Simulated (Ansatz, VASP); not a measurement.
# TiO2 in VASP and in Ansatz

The input POSCAR:

```
TiO2
1.0
    3.3671606140      0.0000000000      0.0000000000
    0.0000000000      3.3671606140      0.0000000000
    0.0000000000      0.0000000000      5.2051577808
Ti O
2 4
Direct
    0.0000000000      0.0000000000      0.0000000000
    0.5000000000      0.5000000000      0.5000000000
    0.0000000000      0.5000000000      0.3373577416
    0.0000000000      0.5000000000      0.8373577416
    0.5000000000      0.0000000000      0.6626422584
    0.5000000000      0.0000000000      0.1626422584
```

The input INCAR.step1:

```
SYSTEM = TiO2
  ALGO = Normal
  EDIFF = 1E-4
  ENCUT = 520
  GGA = PE
  ISMEAR = 0
  LASPH = .True.
  LCHARG = .False.
  LREAL = .False.
  LWAVE = .True.
  NBANDS = 33
  NELM = 60
  PREC = Accurate
  SIGMA = 0.01
```

The input INCAR.step2:

```
SYSTEM = TiO2
  ALGO = Normal
  EDIFF = 1E-6
  ENCUT = 520
  ISIF = 2
  ISMEAR = 0
  ISTART = 1
  LASPH = .True.
  LCHARG = .False.
  LMIXTAU = .True.
  LREAL = .False.
  LWAVE = .False.
  METAGGA = R2SCAN
  NBANDS = 33
  NELM = 60
  PREC = Accurate
  SIGMA = 0.01
```

Contents of KPOINTS:

```
k-points
0
Gamma
  8 8 6
  0 0 0
```

Input for Ansatz:

```yaml
crystal:
  lattice:
    - [3.367160614, 0.0, 0.0]
    - [0.0, 3.367160614, 0.0]
    - [0.0, 0.0, 5.2051577808]
  atoms:
    - { symbol: Ti, position: [0.0, 0.0, 0.0] }
    - { symbol: Ti, position: [0.5, 0.5, 0.5] }
    - { symbol: O, position: [0.0, 0.5, 0.3373577416] }
    - { symbol: O, position: [0.0, 0.5, 0.8373577416] }
    - { symbol: O, position: [0.5, 0.0, 0.6626422584] }
    - { symbol: O, position: [0.5, 0.0, 0.1626422584] }
kpoints:
  mp_grid: { grid: [8, 8, 6] }
  band_path:
    path:
      - [0.0, 0.0, 0.0]
      - [0.0, 0.5, 0.0]
      - [0.5, 0.5, 0.0]
      - [0.0, 0.0, 0.5]
      - [0.0, 0.5, 0.5]
      - [0.5, 0.5, 0.5]
      - [0.0, 0.0, 0.479167]
    npoints: 1
hamiltonian:
  xc: r2scan
scf:
  occupations: { method: fixed }
  n_extra_bands: 5
output:
  forces: true
  stress: true
  eigenvalues: true
  write_density: true
  write_potential: true
  elf: true
  volumetric_format: npy
```

Alike in both runs: task single point; functional r2SCAN; k mesh 8 × 8 × 6; no spin polarisation.

|  | VASP | Ansatz |
| --- | --- | --- |
| version | VASP 6.6.1 | Ansatz 0.2.0 |
| potentials or method | VASP PAW PBE potentials, release 64 (Ti_sv, O) | plane waves, PAW |
| plane-wave cutoff (eV) | 520 | 500 |
| occupations | gaussian, width 0.01 eV | fixed |
| valence electrons in the cell | 48 | 48 |

```csv
,VASP,Ansatz,Ansatz less VASP
gap on the k mesh at the Fermi level (eV),2.95,2.94,-0.015
pressure (GPa),1.5,0.0,-1.47
"traceless stress, the component that is largest in VASP (GPa)",-0.75,0.01,+0.752
rms of the force components (eV/Å),0.046,0.000,-0.0459
```

VASP's potentials were made for PBE, not for r2SCAN. Atom by atom the forces differ by 0.046 eV/Å (rms over components).
